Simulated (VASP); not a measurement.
# Ga: single point with PBEsol

Ga:

```xyz
2
Lattice="2.8032 0.0000 -0.0031 0.0000 3.3324 0.0000 -1.3598 0.0000 4.1601" Properties=species:S:1:pos:R:3 pbc="T T T"
Ga    2.3325    0.8331    1.0820
Ga   -0.8891    2.4993    3.0750
```

This cell differs from its parent crystal: strained.

```
Program                : VASP 6.6.1
Task                   : single point
Functional             : PBEsol
Potentials or basis    : VASP PAW PBE potentials, release 64 (Ga_d)
Cutoff                 : 520 eV
k mesh                 : 16 × 12 × 10
Occupations            : gaussian, width 0.1 eV
Spin                   : no spin polarisation
Dipole correction      : no
Further INCAR settings : ALGO = Normal; EDIFF = 1e-07; NBANDS = 20
```

- Pressure: -2.9 GPa
- Largest force: 0.635 eV/Å
- Band gap on the k mesh: zero (band 13 reaches 9.25 eV, above the bottom of band 14 at 0.90 eV)

Forces on the atoms (eV/Å):
```
Ga   0.119  0.000 -0.623
Ga  -0.119  0.000  0.623
```

Stress tensor (GPa, compression positive):
```
-4.42  0.00  0.21
 0.00 -1.93  0.00
 0.21  0.00 -2.48
```

Levels at points of the mesh, in eV from the Fermi level:
```
           k point  band 9  band 10  band 11  band 12  band 13  band 14  band 15  band 16  band 17  band 18
(0.00, 0.00, 0.00)  -14.66   -14.50   -10.87    -2.20    -2.01     1.97     5.69     9.14     9.87     9.89
(0.50, 0.00, 0.00)  -14.53   -14.51    -6.28    -4.31    -1.41    -0.26     5.35     5.52     9.66    10.41
(0.00, 0.50, 0.00)  -14.65   -14.65    -7.46    -7.46     1.48     1.48     2.15     2.15    11.43    11.43
(0.50, 0.50, 0.00)  -14.59   -14.59    -3.07    -3.07    -1.05    -1.05     2.42     2.42     3.73     3.73
(0.00, 0.00, 0.50)  -14.66   -14.64    -8.96    -8.35     4.10     4.80     5.78     5.94     7.91     9.69
(0.50, 0.00, 0.50)  -14.66   -14.59    -5.89    -5.06    -0.77    -0.74     6.45     6.51     8.02     8.18
(0.00, 0.50, 0.50)  -14.63   -14.63    -5.88    -5.88    -4.15    -4.15    10.46    10.46    11.10    11.10
(0.50, 0.50, 0.50)  -14.52   -14.52    -2.54    -2.54    -1.72    -1.72     1.53     1.53     5.17     5.17
```

It took 4.5 min on 1 thread of Intel(R) Xeon(R) Platinum 8488C (Sapphire Rapids) (shared host), peak memory 0.44 GiB.

Caveat: the cell differs from its parent crystal (strained); the PAW data sets were made with another functional, which shifts forces and pressure a little.
